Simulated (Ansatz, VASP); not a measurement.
Two plane-wave programs on CdSe

```
Cd Se
1.0
     0.00000    3.25334    3.09841
     3.09841    0.00000    3.09841
     3.09841    3.25334    0.00000
Cd Se
1 1
Direct
  0.00000 0.00000 0.00000
  0.75000 0.75000 0.75000
```

Change from the starting cell: engineering shear strain xz +0.0000, normal strain along z +0.0500.

Alike in both runs: task single point; functional PBE; k mesh 10 × 10 × 10; occupations gaussian, width 0.05 eV; no spin polarisation.

```csv
,VASP,Ansatz
version,VASP 6.6.1,Ansatz 0.2.0
potentials or method,"VASP PAW PBE potentials, release 64 (Cd, Se), cutoff 520 eV","scalar-relativistic, plane waves, PAW"
valence electrons in the cell,18,36
```

```csv
,VASP,Ansatz,Ansatz less VASP
gap on the k mesh at the Fermi level (eV),0.33,0.34,+0.002
least direct gap on the mesh (eV),0.33,0.34,+0.002
pressure (GPa),-1.8,-2.0,-0.20
"traceless stress, the component that is largest in VASP (GPa)",-0.67,-0.68,-0.008
```

VASP's potentials hold 18 valence electrons a cell and Ansatz's 36, so a difference there can come from the potentials and not from the codes.
